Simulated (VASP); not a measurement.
The system is Si2Ni.

```
CELL_PARAMETERS angstrom
3.69854 0.00297 0.03508
0.00297 3.56512 -0.04453
0.06363 -0.08077 6.52544
ATOMIC_POSITIONS crystal
Si 0.98528 0.44623 0.20056
Si 0.97162 0.52912 0.74756
Si 0.58106 0.03677 0.23798
Si 0.51458 0.01629 0.75978
Ni 0.01397 0.96012 0.02796
Ni 0.93349 0.01145 0.52617
```

| Property | Result |
| --- | --- |
| Program | VASP 6.6.1 |
| Task | relaxation of cell and atoms |
| Functional | PBE |
| Potentials or basis | VASP PAW PBE potentials, release 64 (Si, Ni) |
| Cutoff | 600 eV |
| k mesh | 6 × 6 × 4 |
| Occupations | gaussian, width 0.2 eV |
| Spin | no spin polarisation |

At the start: pressure 11.2 GPa; volume 14.34 Å³/atom.

Task: Where does the relaxation end?

Result: Over 21 steps the energy falls by 323.9 meV/atom and the volume is 13.85 Å³/atom (-3.4 %); space group P1 (No. 1, to 0.1 Å) before, P4/mmm (No. 123, to 0.1 Å).

The path:
| step | energy change (eV) | largest force (eV/Å) | pressure (GPa) | volume (Å³) |
| --- | --- | --- | --- | --- |
| 1 | 0.0000 | 5.3835 | 11.18 | 86.02 |
| 2 | -0.8807 | 1.0068 | -11.92 | 98.82 |
| 3 | -1.2245 | 1.0260 | -6.12 | 92.90 |
| 4 | -1.5420 | 0.8526 | -1.24 | 86.98 |
| 5 | -1.5779 | 0.8156 | 1.56 | 84.67 |
| 6 | -1.6798 | 0.6265 | 0.35 | 84.78 |
| 7 | -1.7773 | 0.6475 | -1.06 | 85.01 |
| 8 | -1.8539 | 0.4013 | 0.01 | 83.81 |
| 9 | -1.8590 | 0.4578 | 0.49 | 83.44 |
| 10 | -1.8917 | 0.3298 | -0.63 | 83.91 |
| 11 | -1.9020 | 0.2253 | -1.52 | 84.38 |
| 12 | -1.9199 | 0.2300 | 0.50 | 82.99 |
| 13 | -1.9202 | 0.2321 | 0.55 | 82.88 |
| 14 | -1.9311 | 0.0938 | 0.17 | 83.06 |
| 15 | -1.9330 | 0.0944 | -0.03 | 83.18 |
| 16 | -1.9364 | 0.0805 | -0.03 | 83.19 |
| 17 | -1.9411 | 0.0588 | 0.07 | 83.18 |
| 18 | -1.9430 | 0.0391 | -0.08 | 83.30 |
| 19 | -1.9430 | 0.0380 | -0.10 | 83.30 |
| 20 | -1.9435 | 0.0254 | 0.17 | 83.13 |
| 21 | -1.9435 | 0.0241 | 0.19 | 83.08 |

Final structure:
```
Si Ni
1.0
     3.54242    0.00100   -0.00065
     0.00054    3.54083   -0.00061
    -0.00170   -0.00023    6.62389
Si Ni
4 2
Direct
  0.00072 0.49959 0.24910
  0.99821 0.50029 0.75036
  0.50066 0.99884 0.25076
  0.49937 0.00020 0.74977
  0.99988 0.00085 0.99995
  0.00115 0.00023 0.50007
```
